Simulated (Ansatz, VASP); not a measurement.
# One calculation of SiC, two programs

```
Si C
1.0
     3.09194    0.00000    0.00000
    -1.54597    2.67770    0.00000
     0.00000    0.00000    4.76983
Si C
2 2
Cartesian
  0.0000 1.7851 2.3609
  1.5460 0.8926 4.7458
  0.0000 1.7851 4.1977
  1.5460 0.8926 1.8127
```

Change from the starting cell: strain along c alone, the other axes held, atoms relaxed: -6.0 %.

Alike in both runs: functional PBE; k mesh 12 × 12 × 6; occupations gaussian, width 0.02 eV; no spin polarisation.

Ansatz relaxed the structure, and its values are those at the end. VASP's run is a single point on that final structure, the one shown.

|  | VASP | Ansatz |
| --- | --- | --- |
| version | VASP 6.6.1 | Ansatz 0.2.0 |
| potentials or method | VASP PAW PBE potentials, release 64 (Si, C), cutoff 520 eV | scalar-relativistic, plane waves, PAW |
| valence electrons in the cell | 16 | 16 |

VASP gave:

```
gap on the k mesh at the Fermi level (eV) : 1.97
least direct gap on the mesh (eV)         : 3.54
pressure (GPa)                            : 14.6
```

**Question.** What did Ansatz give for the same quantities?

**Answer.** gap on the k mesh at the Fermi level (eV): 1.98; least direct gap on the mesh (eV): 3.54; pressure (GPa): 14.7.

Ansatz's warnings: stress scf threshold loose.
